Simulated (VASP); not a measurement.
Wanted: the native input for a VASP 6.6.1 run.

```yaml
Task: single point
Functional: PBE
Potentials_or_basis: VASP PAW PBE potentials, release 64 (Fe_sv, N, Li_sv)
Cutoff: 880 eV
k_mesh: 10 × 10 × 7
Occupations: fermi-dirac, width 0.05 eV
Spin: collinear spin, ferromagnetic start
Starting_moments: "[3.0, 0.0, 0.0] μB"
Dipole_correction: no
Further_INCAR_settings: ALGO = Normal; EDIFF = 1e-06; NBANDS = 23
```

The structure of LiFeN lies in POSCAR:

```
LiFeN
1.0
    3.1006003459      0.0000000000      0.0000000000
   -1.5503001729      2.6851986665      0.0000000000
    0.0000000000      0.0000000000      4.1453390000
Fe N Li
1 1 1
Direct
    0.3333333333      0.6666666667      0.5000000000
    0.0000000000      0.0000000000      0.5000000000
    0.0000000000      0.0000000000      0.0000000000
```

The input as run:

INCAR

```
SYSTEM = LiFeN
PREC = Accurate ; ENCUT = 880
EDIFF = 1E-6 ; ISMEAR = -1
SIGMA = 0.05 ; LREAL = .FALSE.
LASPH = .TRUE. ; NELM = 200
ALGO = Normal ; ISIF = 2
LWAVE = .FALSE. ; LCHARG = .FALSE.
ISPIN = 2 ; MAGMOM = 3 0 0
LORBIT = 11 ; LMAXMIX = 4
GGA = PE ; NBANDS = 23
GGA_COMPAT = .FALSE.
```

KPOINTS

```
Automatic mesh
0
G
  10 10 7
  0 0 0
```

Potentials or basis: VASP PAW PBE potentials, release 64 (Fe_sv, N, Li_sv).

Run with:

```bash
$ cat potpaw_PBE.64/Fe_sv/POTCAR potpaw_PBE.64/N/POTCAR potpaw_PBE.64/Li_sv/POTCAR > POTCAR
$ mpirun -np 1 vasp_std > vasp.out
```

Results of the run:

```
Pressure                                              : -1.5 GPa
Net moment                                            : 0.11 μB per cell
Site moments                                          : Fe +0.11; N -0.00; Li -0.00 μB
Valence electrons inside the program's atomic spheres : Fe 13.86; N 3.69; Li 2.09
```

Wall time 4.9 min on 1 thread of Intel(R) Xeon(R) Platinum 8259CL CPU @ 2.50GHz (Skylake/Cascade Lake), on a shared host, peak memory 0.32 GiB.
